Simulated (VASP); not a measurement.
# TiO2 (I4_1/amd) in VASP: relaxation of cell and atoms with r2SCAN

Aim: the relaxation of cell and atoms of TiO2 with r2SCAN.

Everything below comes from runs of VASP 6.6.1. Logs are shortened: lines on timing, memory, paths and dates and some standing lists are left out, and cuts for length are marked.

### Step 1. The cell of the first run

It takes space group I4_1/amd (No. 141, tetragonal). The conventional cell has a = 3.784 Å, b = 3.784 Å, c = 9.515 Å, α = 90.00°, β = 90.00°, γ = 90.00°. Ti (site symmetry -4m2) has 6 O at 1.93 to 1.98 Å within 2.6 Å. Within 2.6 Å of O (site symmetry 2mm) lie 3 Ti at 1.93 to 1.98 Å and 2 O at 2.47 Å.

### Step 2. Relaxation of cell and atoms, r2SCAN

POSCAR

```
TiO2
1.0
   -1.8921000000      1.8921000000      4.7573000000
    1.8921000000     -1.8921000000      4.7573000000
    1.8921000000      1.8921000000     -4.7573000000
Ti O
2 4
Direct
    0.0000000000      0.0000000000      0.0000000000
    0.7500000000      0.2500000000      0.5000000000
    0.2081000000      0.2081000000      0.0000000000
    0.9581000000      0.4581000000      0.5000000000
    0.5419000000      0.0419000000      0.5000000000
    0.7919000000      0.7919000000      0.0000000000
```

INCAR.step1

```
PREC = Accurate
ENCUT = 600
ISMEAR = 0
SIGMA = 0.02
LREAL = False
LASPH = True
NELM = 100
GGA = PE
ALGO = Normal
EDIFF = 1E-4
LWAVE = True
LCHARG = False
```

INCAR.step2

```
PREC = Accurate
ENCUT = 600
EDIFF = 1E-7
ISMEAR = 0
SIGMA = 0.02
LREAL = False
LASPH = True
NELM = 100
ALGO = Normal
ISIF = 3
LWAVE = False
LCHARG = False
METAGGA = R2SCAN
LMIXTAU = True
IBRION = 2
NSW = 100
EDIFFG = -0.005
ISTART = 1
```

KPOINTS

```
Automatic mesh
0
Gamma
  8 8 8
```

Potentials or basis: VASP PAW PBE potentials, release 64 (Ti_sv, O).

Launch:

```sh
$ cat potpaw_PBE.64/Ti_sv/POTCAR potpaw_PBE.64/O/POTCAR > POTCAR
$ cp INCAR.step1 INCAR
$ mpirun -np 1 vasp_std > vasp.out
$ cp INCAR.step2 INCAR
$ mpirun -np 1 vasp_std > vasp.out
```

OUTCAR:

```text
PREC = Accurate
   ENCUT = 600
   EDIFF = 1E-7
   ISMEAR = 0
   LREAL = False
   LASPH = True
   NELM = 100
   ISIF = 3
   METAGGA = R2SCAN
   IBRION = 2
   NSW = 100
   EDIFFG = -0.005
   ISTART = 1

 ion  position               nearest neighbor table
   1  0.000  0.000  0.000-   5 1.93   4 1.93   5 1.93   4 1.93   3 1.98   6 1.98
   2  0.750  0.250  0.500-   6 1.93   3 1.93   6 1.93   3 1.93   4 1.98   5 1.98
   3  0.208  0.208  0.000-   2 1.93   2 1.93   1 1.98
   4  0.958  0.458  0.500-   1 1.93   1 1.93   2 1.98
   5  0.542  0.042  0.500-   1 1.93   1 1.93   2 1.98
   6  0.792  0.792  0.000-   2 1.93   2 1.93   1 1.98

  LATTYP: Found a body centered tetragonal cell.
 ALAT       =     3.7842000000
 C/A-ratio  =     2.5142962846

  Lattice vectors:

 A1 = (  -1.8921000000,   1.8921000000,   4.7573000000)
 A2 = (   1.8921000000,  -1.8921000000,   4.7573000000)
 A3 = (   1.8921000000,   1.8921000000,  -4.7573000000)

Analysis of symmetry for initial positions (statically):
=====================================================================
 Subroutine PRICEL returns:
 Original cell was already a primitive cell.

 Routine SETGRP: Setting up the symmetry group for a
 body centered tetragonal supercell.

 Subroutine GETGRP returns: Found 16 space group operations
 (whereof  8 operations were pure point group operations)
 out of a pool of 16 trial point group operations.

The static configuration has the point symmetry D_2d.
 The point group associated with its full space group is D_4h.

Analysis of symmetry for dynamics (positions and initial velocities):
=====================================================================
 Subroutine PRICEL returns:
 Original cell was already a primitive cell.

 Routine SETGRP: Setting up the symmetry group for a
 body centered tetragonal supercell.

 Subroutine GETGRP returns: Found 16 space group operations
 (whereof  8 operations were pure point group operations)
 out of a pool of 16 trial point group operations.

The dynamic configuration has the point symmetry D_2d.
 The point group associated with its full space group is D_4h.

 Subroutine INISYM returns: Found 16 space group operations
 (whereof  8 operations are pure point group operations),
 and found     1 'primitive' translations

----------------------------------------------------------------------------------------

                                     Primitive cell
[... 116 lines left out ...]
   IALGO  =     38    algorithm
   IMIX   =      4    mixing-type and parameters
     AMIX     =   0.40;   BMIX     =  1.00
     AMIX_MAG =   1.60;   BMIX_MAG =  1.00
  volume/ion in A,a.u.               =      11.35        76.62
  Fermi-wavevector in a.u.,A,eV,Ry     =   1.456752  2.752862 28.873289  2.122127
  Thomas-Fermi vector in A             =   2.573634
   LORBIT       =      0    0 simple, 1 ext, 2 COOP (PROOUT), +10 PAW based schemes
   METAGGA = R2SCAN    functional components
   LHFCALC =     F    Hartree Fock is set to
   AEXX    =    0.0000 exact exchange contribution
   IVDW    =     0    specifies the selected vdW correction
   LEPSILON=     F    determine dielectric tensor
   LRPA    =     F    only Hartree local field effects (RPA)
 conjugate gradient relaxation of ions
 non-spin polarized calculation
 Gauss-broadening in eV      SIGMA  =   0.02
  energy-cutoff  :      600.00
  volume of cell :       68.13
 maximum number of plane-waves:      2299
 NGX is ok and might be reduce to    48
   NGX = 21   NGY = 21   NGZ = 21

--------------------------------------- Ionic step        1  -------------------------------------------

 number of electron      47.9999997 magnetization

 Free energy of the ion-electron system (eV)
  ---------------------------------------------------
  ext. energy  EPLUGINS =         0.00000000
  ---------------------------------------------------
  free energy    TOTEN  =       -69.86708688 eV

  energy without entropy =      -69.86708688  energy(sigma->0) =      -69.86708688

------------------------ aborting loop because EDIFF is reached ----------------------------------------

  FORCE on cell =-STRESS in cart. coord.  units (eV):
  Direction    XX          YY          ZZ          XY          YZ          ZX
  --------------------------------------------------------------------------------------
  -------------------------------------------------------------------------------------
  Total        0.5519682      0.5519682      0.8679177      0.0000000     -0.0000000      0.0000000
  in kB       12.9812329     12.9812329     20.4117597      0.0000000     -0.0000000      0.0000000
  external PRESSURE =      15.4580752 kB  Pullay stress =       0.0000000 kB
[... 101 lines left out ...]
  FREE ENERGIE OF THE ION-ELECTRON SYSTEM (eV)
  ---------------------------------------------------
  free  energy   TOTEN  =       -69.8693405309 eV

  energy  without entropy=      -69.8693405309  energy(sigma->0) =      -69.86934053

[... ionic steps 4 to 7 ...]

--------------------------------------- Ionic step        8  -------------------------------------------

 number of electron      47.9999998 magnetization

------------------------ aborting loop because EDIFF is reached ----------------------------------------
[... 75 lines left out ...]
--------------------------------------- Ionic step       10  -------------------------------------------

 number of electron      47.9999998 magnetization

 Free energy of the ion-electron system (eV)
  ---------------------------------------------------
  ext. energy  EPLUGINS =         0.00000000
  ---------------------------------------------------
  free energy    TOTEN  =       -69.86992085 eV

  energy without entropy =      -69.86992085  energy(sigma->0) =      -69.86992085

 E-fermi :   3.0388     XC(G=0): -11.4230

 val. band max:        2.9397933230   @ k =  -0.3750   0.3750   0.0000
 cond. band min:       5.5132880375   @ k =   0.0000   0.0000   0.0000
 fundamental gap:      2.5734947145
 Fermi energy:         3.0387514404

 k-point     1 :       0.0000    0.0000    0.0000
  band No.  band energies     occupation
      1     -55.6291      2.00000
      2     -55.5709      2.00000
      3     -31.0400      2.00000
      4     -30.7957      2.00000
      5     -30.7957      2.00000
      6     -30.7272      2.00000
[... 733 lines left out ...]
     27       7.0245      0.00000
     28       7.0623      0.00000

 [... further k-points ...]
[... 5 lines left out ...]
  --------------------------------------------------------------------------------------
  -------------------------------------------------------------------------------------
  Total        0.0081224      0.0081224      0.0116768      0.0000000     -0.0000000      0.0000000
  in kB        0.1895108      0.1895108      0.2724427      0.0000000     -0.0000000      0.0000000
  external PRESSURE =       0.2171548 kB  Pullay stress =       0.0000000 kB
[... 21 lines left out ...]
  FREE ENERGIE OF THE ION-ELECTRON SYSTEM (eV)
  ---------------------------------------------------
  free  energy   TOTEN  =       -69.8699208529 eV

  energy  without entropy=      -69.8699208529  energy(sigma->0) =      -69.86992085

 reached required accuracy - stopping structural energy minimisation
```

It took 2.2 h on 1 thread of Intel Xeon Platinum 8259CL at 2.50GHz (Skylake/Cascade Lake), shared host; peak memory 0.45 GiB.

Results:

* Free energy: -69.8699 eV
* Relaxed volume: 11.44 Å³/atom
* Relaxed cell: a = 5.488 Å, b = 5.488 Å, c = 5.488 Å, α = 139.65°, β = 139.65°, γ = 58.38°
* Space group after relaxing (to 0.1 Å): I4_1/amd (No. 141)
* Energy gained by relaxing: 0.5 meV/atom
* Ionic steps: 10
* Pressure after relaxing: 0.0 GPa
* Band gap on the k mesh: 2.57 eV (least direct gap 2.88 eV)

Step by step:
| step | energy change (eV) | largest force (eV/Å) | pressure (GPa) | volume (Å³) |
| --- | --- | --- | --- | --- |
| 1 | 0.0000 | 0.0383 | 1.55 | 68.13 |
| 2 | 0.0025 | 0.1180 | -2.13 | 69.21 |
| 3 | -0.0023 | 0.0270 | 0.02 | 68.56 |
| 4 | -0.0023 | 0.0283 | 0.00 | 68.57 |
| 5 | -0.0024 | 0.0218 | -0.02 | 68.59 |
| 6 | -0.0027 | 0.0022 | -0.05 | 68.66 |
| 7 | -0.0025 | 0.0385 | -0.10 | 68.78 |
| 8 | -0.0028 | 0.0106 | -0.06 | 68.70 |
| 9 | -0.0028 | 0.0101 | 0.12 | 68.64 |
| 10 | -0.0028 | 0.0012 | 0.02 | 68.67 |

Final structure:
```
Ti O
1.0
    -1.89286    1.89286    4.79142
     1.89286   -1.89286    4.79142
     1.89286    1.89286   -4.79142
Ti O
2 4
Direct
  0.00000 0.00000 0.00000
  0.75000 0.25000 0.50000
  0.20745 0.20745 0.00000
  0.95745 0.45745 0.50000
  0.54255 0.04255 0.50000
  0.79255 0.79255 0.00000
```

Caveat: the PAW data sets were made with another functional, which shifts forces and pressure a little. r2SCAN opens gaps a little over a GGA but as a rule still falls short of measured ones.
